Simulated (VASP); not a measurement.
# GaP (F-43m) in VASP: notebook

GaP is run at these levels: LDA; tasks: vibrations by perturbation theory.

Program: VASP 6.6.1. These are calculated values, not measurements. Logs are shortened: lines on timing, memory, paths and dates and some standing lists are left out, and cuts for length are marked.

## Step 1: The cell of the first run

Symmetry: F-43m, No. 216, cubic system. Conventional cell: a = 5.391 Å, b = 5.391 Å, c = 5.391 Å, α = 90.00°, β = 90.00°, γ = 90.00°. Within 3.1 Å of Ga (site symmetry -43m) lie 4 P at 2.33 Å. P (site symmetry -43m) has 4 Ga at 2.33 Å within 3.1 Å.

## Step 2: Vibrations by perturbation theory, LDA

File INCAR:

```
PREC = Accurate ; ENCUT = 520
EDIFF = 1E-8 ; ISMEAR = 0
SIGMA = 0.01 ; LREAL = False
LASPH = True ; NELM = 60
ALGO = Normal ; ISIF = 2
LWAVE = False ; LCHARG = True
GGA = CA ; IBRION = 8
NSW = 1
```

File KPOINTS:

```
regular mesh
0
Gamma
  8 8 8
```

File POSCAR:

```
GaP
1.0
    2.6956870601      2.6956870601      0.0000000000
   -2.6956870601      2.6956870601      0.0000000000
    0.0000000000      2.6956870601      2.6956870601
Ga P
1 1
Direct
    0.0000000000      0.0000000000      0.0000000000
    0.7500000000      0.2500000000      0.5000000000
```

Potentials or basis: VASP PAW LDA potentials, release 64 (Ga_d, P).

Run with:

```sh
$ cat potpaw_LDA.64/Ga_d/POTCAR potpaw_LDA.64/P/POTCAR > POTCAR
$ mpirun -np 1 vasp_std > vasp.out
```

OUTCAR:

```text
PREC = Accurate
   ENCUT = 520
   EDIFF = 1E-8
   ISMEAR = 0
   LREAL = False
   LASPH = True
   NELM = 60
   ISIF = 2
   GGA = CA
   IBRION = 8
   NSW = 1

 ion  position               nearest neighbor table
   1  0.000  0.000  0.000-   2 2.33   2 2.33   2 2.33   2 2.33
   2  0.750  0.250  0.500-   1 2.33   1 2.33   1 2.33   1 2.33

  LATTYP: Found a face centered cubic cell.
 ALAT       =     5.3913741202

  Lattice vectors:

 A1 = (   0.0000000000,   2.6956870601,   2.6956870601)
 A2 = (   2.6956870601,   0.0000000000,   2.6956870601)
 A3 = (   2.6956870601,   2.6956870601,   0.0000000000)

Analysis of symmetry for initial positions (statically):
=====================================================================
 Subroutine PRICEL returns:
 Original cell was already a primitive cell.

 Routine SETGRP: Setting up the symmetry group for a
 face centered cubic supercell.

 Subroutine GETGRP returns: Found 24 space group operations
 (whereof 24 operations were pure point group operations)
 out of a pool of 48 trial point group operations.

The static configuration has the point symmetry T_d .

Analysis of symmetry for dynamics (positions and initial velocities):
=====================================================================
 Subroutine PRICEL returns:
 Original cell was already a primitive cell.

 Routine SETGRP: Setting up the symmetry group for a
 face centered cubic supercell.

 Subroutine GETGRP returns: Found 24 space group operations
 (whereof 24 operations were pure point group operations)
 out of a pool of 48 trial point group operations.

The dynamic configuration has the point symmetry T_d .

 Subroutine INISYM returns: Found 24 space group operations
 (whereof 24 operations are pure point group operations),
 and found     1 'primitive' translations

----------------------------------------------------------------------------------------

[... 543 lines left out ...]
  external PRESSURE =       1.0823921 kB  Pullay stress =       0.0000000 kB

 VOLUME and BASIS-vectors are now :
 -----------------------------------------------------------------------------
  energy-cutoff  :      520.00
  volume of cell :       39.18
      direct lattice vectors                 reciprocal lattice vectors
     2.695687060  2.695687060  0.000000000     0.185481471  0.185481471 -0.185481471
    -2.695687060  2.695687060  0.000000000    -0.185481471  0.185481471 -0.185481471
     0.000000000  2.695687060  2.695687060     0.000000000  0.000000000  0.370962941

 POSITION                                       TOTAL-FORCE (eV/Angst)
 -----------------------------------------------------------------------------------
      0.00000      0.00000      0.00000        -0.000000      0.000000      0.000000
      1.34784      4.04353      1.34784         0.000000      0.000000      0.000000
 -----------------------------------------------------------------------------------
    total drift:                               -0.000000      0.000000     -0.000000

  FREE ENERGIE OF THE ION-ELECTRON SYSTEM (eV)
  ---------------------------------------------------
  free  energy   TOTEN  =       -10.4507676551 eV

  energy  without entropy=      -10.4507676551  energy(sigma->0) =      -10.45076766

[... ionic steps 2 to 3 ...]

--------------------------------------- Ionic step        4  -------------------------------------------

------------------------ aborting loop because EDIFF is reached ----------------------------------------

[... ionic steps 5 to 6 ...]

--------------------------------------- Ionic step        7  -------------------------------------------

 Free energy of the ion-electron system (eV)
  ---------------------------------------------------
  ---------------------------------------------------
  free energy    TOTEN  =        -0.04766982 eV

  energy without entropy =       -0.04766982

------------------------ aborting loop because EDIFF is reached ----------------------------------------

 INTERNAL STRAIN TENSOR  FOR ION    2  DIRECTION 1   (eV/Angst):
 -----------------------------------------------------------------------------
     0.01346  0.00000  0.00000
     0.00000 -0.01004  7.78386
     0.00000  7.78386 -0.01004

 INTERNAL STRAIN TENSOR FOR ION    2 for displacements in x,y,z  (eV/Angst):
          X           Y           Z          XY          YZ          ZX
  --------------------------------------------------------------------------------
  x     0.00000    -0.00000    -0.00000     0.00000     7.78386     0.00000
  y     0.00000     0.00000     0.00000     0.00000     0.00000     7.78386
  z    -0.00000    -0.00000     0.00000     7.78386     0.00000     0.00000

 SECOND DERIVATIVES (NOT SYMMETRIZED)
 ------------------------------------
               1X          1Y          1Z          2X          2Y          2Z
  1X   -10.505732    0.000000   -0.000000   10.505732   -0.000000    0.000000
  1Y    -0.000000  -10.505732    0.000000    0.000000   10.505732   -0.000000
  1Z    -0.000000    0.000000  -10.505732    0.000000   -0.000000   10.505732
  2X    10.500013    0.000000   -0.000000  -10.500013   -0.000000    0.000000
  2Y    -0.000000   10.500013    0.000000    0.000000  -10.500013   -0.000000
  2Z    -0.000000    0.000000   10.500013    0.000000   -0.000000  -10.500013

 Eigenvectors and eigenvalues of the dynamical matrix
 ----------------------------------------------------

   1 f  =   10.939655 THz    68.735877 2PiTHz  364.907601 cm-1    45.242756 meV
             X         Y         Z           dx          dy          dz
      0.000000  0.000000  0.000000    -0.000000    0.554718    0.000000
      1.347844  4.043531  1.347844    -0.000000   -0.832038    0.000000
[... 21 lines left out ...]
   6 f/i=    0.001375 THz     0.008637 2PiTHz    0.045854 cm-1     0.005685 meV
             X         Y         Z           dx          dy          dz
      0.000000  0.000000  0.000000    -0.000000    0.000000   -0.832038
      1.347844  4.043531  1.347844    -0.000000    0.000000   -0.554718

--------------------------------------------------------------------------------------------------------

 ELASTIC MODULI CONTR FROM IONIC RELAXATION (kBar)
 Direction    XX          YY          ZZ          XY          YZ          ZX
 --------------------------------------------------------------------------------
 XX          -0.0000     -0.0000     -0.0000     -0.0000     -0.0000     -0.0000
 YY          -0.0000     -0.0000     -0.0000     -0.0000     -0.0000      0.0000
 ZZ          -0.0000     -0.0000     -0.0000     -0.0000     -0.0000     -0.0000
 XY          -0.0000     -0.0000     -0.0000   -233.8007      0.0000      0.0000
 YZ          -0.0000     -0.0000     -0.0000      0.0000   -233.8007     -0.0000
 ZX          -0.0000      0.0000     -0.0000      0.0000     -0.0000   -233.8007
 --------------------------------------------------------------------------------
```

OSZICAR:

```text
N       E                     dE             d eps       ncg     rms          rms(c)
DAV:   1     0.754608230125E+02    0.75461E+02   -0.94204E+03   794   0.200E+03
DAV:   2    -0.482437343944E+01   -0.80285E+02   -0.77365E+02   852   0.332E+02
DAV:   3    -0.106818527647E+02   -0.58575E+01   -0.58055E+01   944   0.751E+01
[... 46 lines left out ...]
RMM:   8    -0.476702990135E-01    0.19700E-05    0.11099E-06  4849   0.142E-03    0.639E-05
RMM:   9    -0.476700342034E-01    0.26481E-06    0.39951E-08  4875   0.426E-04    0.110E-04
RMM:  10    -0.476697477840E-01    0.28642E-06    0.41735E-08  4756   0.148E-04    0.885E-06
RMM:  11    -0.476697989849E-01   -0.51201E-07    0.96877E-09  4845   0.565E-05    0.525E-06
RMM:  12    -0.476698212340E-01   -0.22249E-07    0.81114E-09  4940   0.233E-05    0.115E-06
RMM:  13    -0.476698153203E-01    0.59137E-08    0.92040E-10  4615   0.888E-06    0.119E-06
 Linear response finished
```

Wall time 2 min (1 thread of Intel Xeon Platinum 8375C at 2.90GHz (Ice Lake), shared host); peak memory 0.24 GiB.

Results:

- Highest phonon frequency at Γ, LO-TO splitting left out: 365 cm⁻¹

Phonon frequencies in cm⁻¹ (negative: imaginary):
```
              q point        frequencies
(0.000, 0.000, 0.000)  0 0 0 365 365 365
```

## Step 3: Vibrations by perturbation theory, LDA

This run uses another cell than the first one, of 20.04 Å³/atom, 1.023 times its volume.

File INCAR:

```
SYSTEM = GaP
  ALGO = Normal
  EDIFF = 1E-8
  ENCUT = 520
  IBRION = 8
  ISIF = 2
  ISMEAR = 0
  LASPH = .True.
  LCHARG = .False.
  LREAL = .False.
  LWAVE = .False.
  NELM = 100
  NSW = 1
  PREC = Accurate
  SIGMA = 0.01
```

File KPOINTS:

```
k-points
0
Gamma
  8 8 8
  0 0 0
```

File POSCAR:

```
GaP
1.0
    2.7163254375      2.7163254375      0.0000000000
   -2.7163254375      2.7163254375      0.0000000000
    0.0000000000      2.7163254375      2.7163254375
Ga P
1 1
Direct
    0.0000000000      0.0000000000      0.0000000000
    0.7500000000      0.2500000000      0.5000000000
```

Potentials or basis: VASP PAW LDA potentials, release 64 (Ga_d, P).

Run with:

```sh
$ cat potpaw_LDA.64/Ga_d/POTCAR potpaw_LDA.64/P/POTCAR > POTCAR
$ mpirun -np 1 vasp_std > vasp.out
```

OUTCAR:

```text
SYSTEM = GaP
   EDIFF = 1E-8
   ENCUT = 520
   IBRION = 8
   ISIF = 2
   ISMEAR = 0
   LASPH = .True.
   LREAL = .False.
   NELM = 100
   NSW = 1
   PREC = Accurate

 ion  position               nearest neighbor table
   1  0.000  0.000  0.000-   2 2.35   2 2.35   2 2.35   2 2.35
   2  0.750  0.250  0.500-   1 2.35   1 2.35   1 2.35   1 2.35

  LATTYP: Found a face centered cubic cell.
 ALAT       =     5.4326508750

  Lattice vectors:

 A1 = (   0.0000000000,   2.7163254375,   2.7163254375)
 A2 = (   2.7163254375,   0.0000000000,   2.7163254375)
 A3 = (   2.7163254375,   2.7163254375,   0.0000000000)

Analysis of symmetry for initial positions (statically):
=====================================================================
 Subroutine PRICEL returns:
 Original cell was already a primitive cell.

 Routine SETGRP: Setting up the symmetry group for a
 face centered cubic supercell.
[... 613 lines left out ...]

 INTERNAL STRAIN TENSOR  FOR ION    2  DIRECTION 1   (eV/Angst):
 -----------------------------------------------------------------------------
     0.01232  0.00000  0.00000
     0.00000 -0.00969  6.85750
     0.00000  6.85750 -0.00969

 INTERNAL STRAIN TENSOR FOR ION    2 for displacements in x,y,z  (eV/Angst):
          X           Y           Z          XY          YZ          ZX
  --------------------------------------------------------------------------------
  x     0.00000     0.00000     0.00000     0.00000     6.85750     0.00000
  y    -0.00000     0.00000    -0.00000     0.00000     0.00000     6.85750
  z     0.00000     0.00000     0.00000     6.85750     0.00000     0.00000

 SECOND DERIVATIVES (NOT SYMMETRIZED)
 ------------------------------------
               1X          1Y          1Z          2X          2Y          2Z
  1X    -9.889160   -0.000000    0.000000    9.889160    0.000000   -0.000000
  1Y     0.000000   -9.889160   -0.000000   -0.000000    9.889160    0.000000
  1Z     0.000000   -0.000000   -9.889160   -0.000000    0.000000    9.889160
  2X     9.927566    0.000000    0.000000   -9.927566    0.000000    0.000000
  2Y     0.000000    9.927566    0.000000    0.000000   -9.927566    0.000000
  2Z     0.000000    0.000000    9.927566    0.000000    0.000000   -9.927566

 Eigenvectors and eigenvalues of the dynamical matrix
 ----------------------------------------------------

   1 f  =   10.630050 THz    66.790577 2PiTHz  354.580316 cm-1    43.962336 meV
             X         Y         Z           dx          dy          dz
      0.000000  0.000000  0.000000     0.000000   -0.000000   -0.553870
      1.358163  4.074488  1.358163     0.000000    0.000000    0.832603
[... 21 lines left out ...]
   6 f/i=    0.009500 THz     0.059693 2PiTHz    0.316902 cm-1     0.039291 meV
             X         Y         Z           dx          dy          dz
      0.000000  0.000000  0.000000    -0.528452    0.461003    0.448825
      1.358163  4.074488  1.358163    -0.351540    0.306671    0.298570

--------------------------------------------------------------------------------------------------------

 ELASTIC MODULI CONTR FROM IONIC RELAXATION (kBar)
 Direction    XX          YY          ZZ          XY          YZ          ZX
 --------------------------------------------------------------------------------
 XX          -0.0000      0.0000     -0.0000     -0.0000     -0.0000      0.0000
 YY           0.0000     -0.0000      0.0000     -0.0000      0.0000     -0.0000
 ZZ          -0.0000      0.0000     -0.0000     -0.0000      0.0000      0.0000
 XY          -0.0000     -0.0000     -0.0000   -187.7755     -0.0000      0.0000
 YZ          -0.0000      0.0000      0.0000     -0.0000   -187.7755     -0.0000
 ZX           0.0000     -0.0000      0.0000      0.0000     -0.0000   -187.7755
 --------------------------------------------------------------------------------
```

Wall time 2.7 min (1 thread of Intel Xeon Platinum 8375C at 2.90GHz (Ice Lake), shared host); peak memory 0.26 GiB.

Results:

```
Highest phonon frequency at Γ, LO-TO splitting left out : 355 cm⁻¹
```

Phonon frequencies in cm⁻¹ (negative: imaginary):
```csv
q point,frequencies
"(0.000, 0.000, 0.000)",0 0 0 355 355 355
```

Caveat: the cell wasn't relaxed at this level first, which shifts response properties.
